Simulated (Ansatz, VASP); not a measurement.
# Sn: VASP beside Ansatz

```
CELL_PARAMETERS angstrom
0.00000 3.36268 3.23334
3.36268 0.00000 3.23334
3.36268 3.36268 0.00000
ATOMIC_POSITIONS crystal
Sn 0.75000 0.75000 0.75000
Sn 0.50000 0.50000 0.50000
```

Alike in both runs: task single point; functional PBEsol; k mesh 6 × 6 × 6; occupations fermi-dirac, width 0.05 eV; no spin polarisation.

|  | VASP | Ansatz |
| --- | --- | --- |
| version | VASP 6.6.1 | Ansatz 0.2.0 |
| potentials or method | VASP PAW PBE potentials, release 64 (Sn_d) | Ansatz PAW |
| plane-wave cutoff (eV) | 520 | 420 |
| valence electrons in the cell | 28 | 28 |

|  | VASP | Ansatz | Ansatz less VASP |
| --- | --- | --- | --- |
| gap on the k mesh at the Fermi level (eV) | none | none | - |
| pressure (GPa) | -1.7 | -1.6 | +0.09 |
| traceless stress, the component that is largest in VASP (GPa) | 0.71 | 0.71 | 0.000 |

VASP's potentials were made for PBE, not for PBEsol. A gap of «none» marks a metal or a gap that the smearing closes.
